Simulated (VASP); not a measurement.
# Si16C (a cell with a defect) in VASP: notebook

The runs below take Si16C (a cell with a defect) through single point, with PBE+D3(BJ).

Everything below comes from runs of VASP 6.6.1. Logs are shortened: lines on timing, memory, paths and dates and some standing lists are left out, and cuts for length are marked.

## (1) The cell of the first run

The cell holds a defect, 17 atoms: a = 7.679 Å, b = 7.679 Å, c = 7.679 Å, α = 60.00°, β = 60.00°, γ = 60.00°.

## (2) Single point, PBE+D3(BJ), collinear spin, zero start

Contents of INCAR:

```
SYSTEM = Si16C
ALGO = Normal
EDIFF = 1E-7
ENCUT = 520
GGA = PE
ISIF = 2
ISMEAR = 0
ISPIN = 2
IVDW = 12
LASPH = .TRUE.
LCHARG = .FALSE.
LORBIT = 11
LREAL = Auto
LWAVE = .FALSE.
MAGMOM = 0 0 0 0 0 0 0 0 0 0 0 0 0 0 0 0 0
NBANDS = 52
NELM = 150
PREC = Accurate
SIGMA = 0.05
```

Contents of KPOINTS:

```
k-points
0
G
  2 2 2
  0 0 0
```

Contents of POSCAR:

```
Si16C
1.0
    0.0000000000      5.4300000000      5.4300000000
    5.4300000000      0.0000000000      5.4300000000
    5.4300000000      5.4300000000      0.0000000000
Si C
16 1
Direct
    0.0162806630     -0.0063344383     -0.0234311234
    0.1074659300      0.1191567219      0.1343876611
   -0.0320940147     -0.0487085635      0.4996995396
    0.1372601289      0.0921781768      0.6004914365
    0.0018209024      0.4922393186      0.0100525783
    0.1271282689      0.6194560773      0.1322067219
    0.0349302947      0.4628975138      0.5053008287
    0.1514427256      0.5907475138      0.6376764273
    0.4765479742     -0.0124273481      0.0411953039
    0.6428437385      0.1512212707      0.0687046961
    0.4957721915      0.0594410681      0.4309556169
    0.6144636280      0.1138131676      0.6789286372
    0.4996967772      0.5171253223     -0.0004689687
    0.6271940147      0.6138562615      0.1487890424
    0.5231700737      0.4969868324      0.5226960405
    0.6674952118      0.6477034991      0.6358279926
    0.7065784530      0.9083311234      0.5512237569
```

Potentials or basis: VASP PAW PBE potentials, release 64 (Si, C).

Command:

```console
cat potpaw_PBE.64/Si/POTCAR potpaw_PBE.64/C/POTCAR > POTCAR
mpirun -np 1 vasp_std > vasp.out
```

OUTCAR:

```text
SYSTEM = Si16C
   EDIFF = 1E-7
   ENCUT = 520
   GGA = PE
   ISIF = 2
   ISMEAR = 0
   ISPIN = 2
   IVDW = 12
   LASPH = .TRUE.
   LORBIT = 11
   LREAL = Auto
   NELM = 150
   PREC = Accurate
 IVDW          = 12

 ion  position               nearest neighbor table
   1  0.016  0.994  0.977-  10 2.35   6 2.36   2 2.36   4 2.37
   2  0.107  0.119  0.134-   9 2.32   3 2.33   5 2.34   1 2.36
   3  0.968  0.951  0.500-  17 2.01  12 2.33   8 2.33   2 2.33   4 2.59
   4  0.137  0.092  0.600-  11 2.32   7 2.35   1 2.37   3 2.59
   5  0.002  0.492  0.010-   8 2.34   2 2.34   6 2.35  14 2.35
   6  0.127  0.619  0.132-  13 2.34   5 2.35   7 2.35   1 2.36
   7  0.035  0.463  0.505-   4 2.35   6 2.35  16 2.36   8 2.36
   8  0.151  0.591  0.638-   3 2.33   5 2.34  15 2.35   7 2.36
   9  0.477  0.988  0.041-  12 2.28  10 2.32   2 2.32  14 2.35
  10  0.643  0.151  0.069-  11 2.28  13 2.32   9 2.32   1 2.35
  11  0.496  0.059  0.431-  17 1.83  10 2.28   4 2.32  16 2.67  12 2.75
  12  0.614  0.114  0.679-  17 1.92   9 2.28   3 2.33  15 2.42  11 2.75
  13  0.500  0.517  1.000-  16 2.31  10 2.32   6 2.34  14 2.35
  14  0.627  0.614  0.149-   9 2.35  13 2.35   5 2.35  15 2.35
  15  0.523  0.497  0.523-   8 2.35  14 2.35  12 2.42  16 2.56
  16  0.667  0.648  0.636-  17 1.90  13 2.31   7 2.36  15 2.56  11 2.67
  17  0.707  0.908  0.551-  11 1.83  16 1.90  12 1.92   3 2.01

  LATTYP: Found a face centered cubic cell.
 ALAT       =    10.8600000000

  Lattice vectors:

 A1 = (   0.0000000000,   5.4300000000,   5.4300000000)
 A2 = (   5.4300000000,   0.0000000000,   5.4300000000)
 A3 = (   5.4300000000,   5.4300000000,   0.0000000000)

Analysis of symmetry for initial positions (statically):
=====================================================================
 Subroutine PRICEL returns:
 Original cell was already a primitive cell.

 Routine SETGRP: Setting up the symmetry group for a
 face centered cubic supercell.

 Subroutine GETGRP returns: Found  1 space group operations
 (whereof  1 operations were pure point group operations)
 out of a pool of 48 trial point group operations.

The static configuration has the point symmetry C_1 .

Analysis of symmetry for dynamics (positions and initial velocities):
=====================================================================
 Subroutine PRICEL returns:
 Original cell was already a primitive cell.

 Routine SETGRP: Setting up the symmetry group for a
 face centered cubic supercell.

 Subroutine GETGRP returns: Found  1 space group operations
 (whereof  1 operations were pure point group operations)
 out of a pool of 48 trial point group operations.

The dynamic configuration has the point symmetry C_1 .

Analysis of structural, dynamic, and magnetic symmetry:
=====================================================================
 Subroutine PRICEL returns:
 Original cell was already a primitive cell.

 Routine SETGRP: Setting up the symmetry group for a
 face centered cubic supercell.

 Subroutine GETGRP returns: Found  1 space group operations
 (whereof  1 operations were pure point group operations)
 out of a pool of 48 trial point group operations.

The overall configuration has the point symmetry C_1 .

 Subroutine INISYM returns: Found  1 space group operations
 (whereof  1 operations are pure point group operations),
 and found     1 'primitive' translations

----------------------------------------------------------------------------------------

                                     Primitive cell

  volume of cell :     320.2060

  direct lattice vectors                    reciprocal lattice vectors
     0.000000000  5.430000000  5.430000000    -0.092081031  0.092081031  0.092081031
     5.430000000  0.000000000  5.430000000     0.092081031 -0.092081031  0.092081031
     5.430000000  5.430000000  0.000000000     0.092081031  0.092081031 -0.092081031

  length of vectors
     7.679179644  7.679179644  7.679179644     0.159489025  0.159489025  0.159489025

  position of ions in fractional coordinates (direct lattice)
     0.016280663  0.993665562  0.976568877
     0.107465930  0.119156722  0.134387661
     0.967905985  0.951291437  0.499699540
     0.137260129  0.092178177  0.600491437
     0.001820902  0.492239319  0.010052578
     0.127128269  0.619456077  0.132206722
[... 9 lines left out ...]
     0.667495212  0.647703499  0.635827993
     0.706578453  0.908331123  0.551223757

  ion indices of the primitive-cell ions
   primitive index   ion index
                 1           1
                 2           2
[... 63 lines left out ...]
   ICHARG =      2    charge: 1-file 2-atom 10-const
   ISPIN  =      2    spin polarized calculation?
   LNONCOLLINEAR =      F non collinear calculations
   LSORBIT =      F    spin-orbit coupling
   LASPH  =      T    aspherical Exc in radial PAW
   ENCUT  =  520.0 eV  38.22 Ry    6.18 a.u.  14.28 14.28 14.28*2*pi/ulx,y,z
   NELM   =    150;   NELMIN=  2; NELMDL= -5     # of ELM steps
   EDIFF  = 0.1E-06   stopping-criterion for ELM
   LREAL  =      T    real-space projection
   EDIFFG = 0.1E-05   stopping-criterion for IOM
   NSW    =      0    number of steps for IOM
   IBRION =     -1    ionic relax: 0-MD 1-quasi-New 2-CG
   NFREE  =      0    steps in history (QN), initial steepest desc. (CG)
   ISIF   =      2    stress and relaxation
   ISYM   =      2    0-nonsym 1-usesym 2-fastsym
   POTIM  = 0.5000    time-step for ionic-motion
   TEBEG  =    0.0;   TEEND  =   0.0 temperature during run
   PSTRESS=    0.0 pullay stress
   NELECT =      68.0000    total number of electrons
   NUPDOWN=      -1.0000    fix difference up-down
   EMIN   =  10.00;   EMAX   =-10.00  energy-range for DOS
   EFERMI =   0.00;   METHOD = LEGACY
   ISMEAR =     0;   SIGMA  =   0.05  broadening in eV -4-tet -1-fermi 0-gaus
   EFERMI_NEDOS =   21; number of points for ismear=-14 and -15
   IALGO  =     38    algorithm
   IMIX   =      4    mixing-type and parameters
     AMIX     =   0.40;   BMIX     =  1.00
     AMIX_MAG =   1.60;   BMIX_MAG =  1.00
  volume/ion in A,a.u.               =      18.84       127.11
  Fermi-wavevector in a.u.,A,eV,Ry     =   0.976715  1.845724 12.979587  0.953973
  Thomas-Fermi vector in A             =   2.107356
   LORBIT       =     11    0 simple, 1 ext, 2 COOP (PROOUT), +10 PAW based schemes
   GGA     = PE    functional components
   LHFCALC =     F    Hartree Fock is set to
   AEXX    =    0.0000 exact exchange contribution
   IVDW    =    12    specifies the selected vdW correction
   LEPSILON=     F    determine dielectric tensor
   LRPA    =     F    only Hartree local field effects (RPA)
 spin polarized calculation
 Gauss-broadening in eV      SIGMA  =   0.05
  energy-cutoff  :      520.00
  volume of cell :      320.21
 maximum number of plane-waves:      8646
 NGX is ok and might be reduce to    60
   NGX = 29   NGY = 29   NGZ = 29

 number of electron      68.0000000 magnetization       0.0000000

 number of electron      68.0000000 magnetization      -0.0000000

 Free energy of the ion-electron system (eV)
  ---------------------------------------------------
  ext. energy  EPLUGINS =         0.00000000
  ---------------------------------------------------
  free energy    TOTEN  =       -90.98432650 eV

  energy without entropy =      -90.98431709  energy(sigma->0) =      -90.98432179

 E-fermi :   6.2521     XC(G=0):  -9.5764

 val. band max:        6.1234726263   @ k =   0.5000   0.0000   0.5000
 cond. band min:       6.3807389171   @ k =   0.0000   0.0000   0.0000
 fundamental gap:      0.2572662908
 Fermi energy:         6.2521059188

 spin component 1

 k-point     1 :       0.0000    0.0000    0.0000
  band No.  band energies     occupation
      1      -7.5357      1.00000
      2      -5.3160      1.00000
      3      -4.0324      1.00000
      4      -3.8151      1.00000
      5      -3.5534      1.00000
      6      -2.9011      1.00000
[... 381 lines left out ...]
     45      10.0184      0.00000
     46      10.3977      0.00000
 Fermi energy:         6.2521059188

 spin component 2

 k-point     1 :       0.0000    0.0000    0.0000
  band No.  band energies     occupation
      1      -7.5357      1.00000
      2      -5.3160      1.00000
      3      -4.0324      1.00000
      4      -3.8151      1.00000
      5      -3.5534      1.00000
      6      -2.9011      1.00000
[... 381 lines left out ...]
     45      10.0184      0.00000
     46      10.3977      0.00000
 [bands above 46 left out]

------------------------ aborting loop because EDIFF is reached ----------------------------------------

 Edisp (eV)   -5.27979

 E8    (eV) :    -2.1701

  FORCE on cell =-STRESS in cart. coord.  units (eV):
  Direction    XX          YY          ZZ          XY          YZ          ZX
  --------------------------------------------------------------------------------------
  -------------------------------------------------------------------------------------
  Total      -0.19999     2.73038    -2.04959     1.19760    -2.20045    -3.55603
  in kB      -1.00067    13.66167   -10.25527     5.99227   -11.01013   -17.79290
  external pressure =        0.80 kB  Pullay stress =        0.00 kB

 VOLUME and BASIS-vectors are now :
 -----------------------------------------------------------------------------
  energy-cutoff  :      520.00
  volume of cell :      320.21
      direct lattice vectors                 reciprocal lattice vectors
     0.000000000  5.430000000  5.430000000    -0.092081031  0.092081031  0.092081031
     5.430000000  0.000000000  5.430000000     0.092081031 -0.092081031  0.092081031
     5.430000000  5.430000000  0.000000000     0.092081031  0.092081031 -0.092081031

 POSITION                                       TOTAL-FORCE (eV/Angst)
 -----------------------------------------------------------------------------------
     10.69837      5.39117      5.48401         0.003197     -0.001085      0.004496
      1.37675      1.31326      1.23056        -0.000908      0.000443      0.002351
      7.87888      7.96910     10.42124         0.000585      0.000936     -0.002027
      3.76120      4.00599      1.24585        -0.001300      0.004062      0.005135
      2.72745      0.06447      2.68275        -0.005947     -0.001431     -0.000176
      4.08153      1.40819      4.05395         0.005853     -0.004703     -0.004728
[... 9 lines left out ...]
      6.96958      7.07704      7.14153        -0.007011     -0.001615      0.005349
      7.92538      6.82987      8.76896        -0.001270     -0.003538     -0.004473
 -----------------------------------------------------------------------------------
    total drift:                                0.003979      0.001102     -0.011590

  FREE ENERGIE OF THE ION-ELECTRON SYSTEM (eV)
  ---------------------------------------------------
  free  energy   TOTEN  =       -96.2641142109 eV

  energy  without entropy=      -96.2641047936  energy(sigma->0) =      -96.26410950

 total charge

# of ion       s       p       d       tot
------------------------------------------
    1        0.743   0.938   0.000   1.681
    2        0.748   0.952   0.000   1.699
    3        0.739   0.906   0.000   1.645
    4        0.777   0.891   0.000   1.668
    5        0.739   0.956   0.000   1.695
    6        0.740   0.953   0.000   1.693
[... 9 lines left out ...]
   16        0.747   0.891   0.000   1.639
   17        0.880   1.572   0.000   2.453
--------------------------------------------------
tot         12.891  16.485   0.000  29.376

 magnetization (x)

# of ion       s       p       d       tot
------------------------------------------
    1        0.000   0.000   0.000   0.000
    2        0.000   0.000   0.000   0.000
    3       -0.000   0.000   0.000  -0.000
    4       -0.000  -0.000   0.000  -0.000
    5        0.000  -0.000   0.000   0.000
    6       -0.000  -0.000   0.000  -0.000
[... 9 lines left out ...]
   16       -0.000   0.000   0.000   0.000
   17        0.000  -0.000   0.000  -0.000
--------------------------------------------------
tot         -0.000  -0.000   0.000  -0.000
```

It took 4.7 min on 1 thread of AMD EPYC 9R45 (Zen 5), shared host; peak memory 0.67 GiB.

What came out:

```
Free energy                                           : -96.2641 eV
Pressure                                              : 0.1 GPa
Largest force                                         : 0.011 eV/Å
Band gap on the k mesh                                : 0.26 eV
Net moment                                            : 0.00 μB per cell
Valence electrons inside the program's atomic spheres : Si 1.68, 1.70, 1.65, 1.67, 1.69, 1.72, 1.64 (each value once); C 2.45
Dispersion energy per atom                            : -0.311 eV
```

Forces on the atoms (eV/Å):
```
Si   0.003 -0.001  0.004
Si  -0.001  0.000  0.002
Si   0.001  0.001 -0.002
Si  -0.001  0.004  0.005
Si  -0.006 -0.001  0.000
Si   0.006 -0.005 -0.005
Si   0.000  0.003 -0.003
Si   0.001  0.003 -0.002
Si   0.002 -0.004  0.004
Si   0.002  0.000 -0.011
Si   0.004  0.001  0.002
Si   0.001 -0.001  0.000
Si  -0.005  0.004  0.003
Si   0.003  0.004  0.008
Si  -0.002 -0.003 -0.006
Si  -0.007 -0.002  0.005
C   -0.001 -0.004 -0.004
```

Levels at points of the mesh, in eV from the valence-band top:
Spin up:
```tsv
k point	band 30	band 31	band 32	band 33	band 34	band 35	band 36	band 37	band 38	band 39
(0.00, 0.00, 0.00)	-0.98	-0.85	-0.52	-0.48	-0.09	0.26	0.36	0.63	0.78	1.00
(0.50, 0.00, 0.00)	-1.53	-1.07	-0.96	-0.67	-0.07	0.68	1.06	1.33	1.43	1.46
(0.00, 0.50, 0.00)	-1.41	-1.03	-0.96	-0.49	-0.44	0.66	1.22	1.30	1.38	1.49
(0.00, 0.00, 0.50)	-1.41	-1.03	-0.99	-0.35	-0.21	0.67	0.96	1.24	1.37	1.63
(0.50, 0.50, 0.50)	-1.20	-1.19	-1.09	-0.85	-0.72	0.80	1.20	1.25	1.37	1.60
(0.50, 0.50, 0.00)	-1.84	-1.57	-1.33	-0.84	-0.48	0.85	1.37	1.62	2.04	2.37
(0.00, 0.50, 0.50)	-1.69	-1.41	-1.36	-0.87	-0.23	0.71	1.18	1.57	2.02	2.22
(0.50, 0.00, 0.50)	-1.63	-1.50	-1.36	-0.70	0.00	0.67	1.12	1.56	1.98	2.16
```
Spin down:
| k point | band 32 | band 33 | band 34 | band 35 | band 36 | band 37 |
| --- | --- | --- | --- | --- | --- | --- |
| (0.00, 0.00, 0.00) | -0.52 | -0.48 | -0.09 | 0.26 | 0.36 | 0.63 |
| (0.50, 0.00, 0.00) | -0.96 | -0.67 | -0.07 | 0.68 | 1.06 | 1.33 |
| (0.00, 0.50, 0.00) | -0.96 | -0.49 | -0.44 | 0.66 | 1.22 | 1.30 |
| (0.00, 0.00, 0.50) | -0.99 | -0.35 | -0.21 | 0.67 | 0.96 | 1.24 |
| (0.50, 0.50, 0.50) | -1.09 | -0.85 | -0.72 | 0.80 | 1.20 | 1.25 |
| (0.50, 0.50, 0.00) | -1.33 | -0.84 | -0.48 | 0.85 | 1.37 | 1.62 |
| (0.00, 0.50, 0.50) | -1.36 | -0.87 | -0.23 | 0.71 | 1.18 | 1.57 |
| (0.50, 0.00, 0.50) | -1.36 | -0.70 | 0.00 | 0.67 | 1.12 | 1.56 |

Caveat: the k points lie up to 0.50 Å⁻¹ apart.

## (3) Single point, PBE+D3(BJ), collinear spin, zero start

Contents of INCAR:

```
SYSTEM = Si16C
  ALGO = Normal
  EDIFF = 1E-6
  ENCUT = 520
  GGA = PE
  ISIF = 2
  ISMEAR = 0
  ISPIN = 2
  IVDW = 12
  LASPH = .True.
  LCHARG = .False.
  LORBIT = 11
  LREAL = Auto
  LWAVE = .False.
  MAGMOM = 0 0 0 0 0 0 0 0 0 0 0 0 0 0 0 0 0
  NBANDS = 52
  NELM = 150
  PREC = Accurate
  SIGMA = 0.05
```

Contents of KPOINTS:

```
k-points
0
Gamma
  2 2 2
  0 0 0
```

Contents of POSCAR:

```
Si16C
1.0
    0.0000000000      5.4300000000      5.4300000000
    5.4300000000      0.0000000000      5.4300000000
    5.4300000000      5.4300000000      0.0000000000
Si C
16 1
Direct
    0.0284742173     -0.0284152855      0.0154718232
    0.1653453039      0.1051659300      0.1184233886
    0.0420640884     -0.0334316759      0.4917368324
    0.0583827808      0.1348453959      0.6573455801
    0.0259822284      0.4791369245      0.0019313996
    0.1518525783      0.5966306630      0.1330225599
   -0.0089283610      0.5013861878      0.5083679558
    0.1565674033      0.5910311234      0.6273046041
    0.5397098527     -0.0304837017     -0.0003888582
    0.6559659300      0.0990195212      0.1360416206
    0.3821985267      0.1976541436      0.4578837937
    0.6723755985      0.0710783610      0.6151286372
    0.5275028545      0.4803802026     -0.0053503683
    0.6505801105      0.5958548803      0.1294543278
    0.5299492634      0.4625533149      0.5023820442
    0.6283418969      0.6514608656      0.6120190608
    0.5943106814      0.9434020258      0.5086458564
```

Potentials or basis: VASP PAW PBE potentials, release 64 (Si, C).

Command:

```console
cat potpaw_PBE.64/Si/POTCAR potpaw_PBE.64/C/POTCAR > POTCAR
mpirun -np 1 vasp_std > vasp.out
```

Wall time 4.5 min (1 thread of AMD EPYC 9R45 (Zen 5), shared host); peak memory 0.67 GiB.

Results (log left out):

| Item | Value |
| --- | --- |
| Free energy | -96.2109 eV |
| Pressure | -0.7 GPa |
| Largest force | 0.010 eV/Å |
| Band gap on the k mesh | zero (filled and empty bands overlap) |
| Net moment | 0.00 μB per cell |
| Valence electrons inside the program's atomic spheres | Si 1.69, 1.70, 1.71, 1.73, 1.68, 1.67, 1.62, 1.63, 1.64 (each value once); C 2.39 |
| Dispersion energy per atom | -0.311 eV |

Forces on the atoms (eV/Å):
```
Si   0.001 -0.002  0.000
Si   0.001  0.002  0.000
Si   0.002  0.000  0.000
Si  -0.003 -0.001  0.002
Si  -0.001  0.000  0.000
Si   0.002  0.000  0.000
Si  -0.003  0.000 -0.002
Si  -0.001 -0.001  0.002
Si  -0.001 -0.001 -0.004
Si   0.001 -0.001  0.003
Si   0.004 -0.003  0.002
Si   0.005  0.002  0.004
Si   0.005  0.000  0.000
Si  -0.001 -0.001 -0.001
Si  -0.001 -0.005 -0.001
Si  -0.005  0.008  0.001
C   -0.006  0.001 -0.008
```

Stress tensor (GPa, compression positive):
```
-1.30 -2.08 -1.73
-2.08  0.25  1.49
-1.73  1.49 -0.91
```

Levels at points of the mesh, in eV from the Fermi level:
Spin up:
| k point | band 30 | band 31 | band 32 | band 33 | band 34 | band 35 | band 36 | band 37 | band 38 | band 39 |
| --- | --- | --- | --- | --- | --- | --- | --- | --- | --- | --- |
| (0.00, 0.00, 0.00) | -1.18 | -0.93 | -0.53 | -0.33 | -0.13 | -0.08 | 0.08 | 0.68 | 0.79 | 0.83 |
| (0.50, 0.00, 0.00) | -0.98 | -0.93 | -0.92 | -0.72 | -0.19 | 0.16 | 0.97 | 1.19 | 1.21 | 1.45 |
| (0.00, 0.50, 0.00) | -1.16 | -1.00 | -0.67 | -0.55 | -0.38 | 0.71 | 1.03 | 1.40 | 1.42 | 1.58 |
| (0.00, 0.00, 0.50) | -1.31 | -1.02 | -0.83 | -0.69 | -0.40 | 0.63 | 1.17 | 1.28 | 1.41 | 1.61 |
| (0.50, 0.50, 0.50) | -1.30 | -1.00 | -0.78 | -0.72 | -0.25 | 0.63 | 1.04 | 1.32 | 1.48 | 1.57 |
| (0.50, 0.50, 0.00) | -1.57 | -1.45 | -1.26 | -1.21 | 0.21 | 0.99 | 1.32 | 1.67 | 1.94 | 2.49 |
| (0.00, 0.50, 0.50) | -1.55 | -1.34 | -1.30 | -0.57 | -0.36 | 0.82 | 1.32 | 1.66 | 2.03 | 2.39 |
| (0.50, 0.00, 0.50) | -1.58 | -1.34 | -1.31 | -0.38 | -0.16 | 0.57 | 1.38 | 1.64 | 2.01 | 2.24 |
Spin down:
```csv
k point,band 31,band 32,band 33,band 34,band 35,band 36,band 37,band 38
"(0.00, 0.00, 0.00)",-0.93,-0.53,-0.33,-0.13,-0.08,0.08,0.68,0.79
"(0.50, 0.00, 0.00)",-0.93,-0.92,-0.72,-0.19,0.16,0.97,1.19,1.21
"(0.00, 0.50, 0.00)",-1.00,-0.67,-0.55,-0.38,0.71,1.03,1.40,1.42
"(0.00, 0.00, 0.50)",-1.02,-0.83,-0.69,-0.40,0.63,1.17,1.28,1.41
"(0.50, 0.50, 0.50)",-1.00,-0.78,-0.72,-0.25,0.63,1.04,1.32,1.48
"(0.50, 0.50, 0.00)",-1.45,-1.26,-1.21,0.21,0.99,1.32,1.67,1.94
"(0.00, 0.50, 0.50)",-1.34,-1.30,-0.57,-0.36,0.82,1.32,1.66,2.03
"(0.50, 0.00, 0.50)",-1.34,-1.31,-0.38,-0.16,0.57,1.38,1.64,2.01
```

Caveat: the k points lie up to 0.50 Å⁻¹ apart.

(Continued in part 2 of 2.)
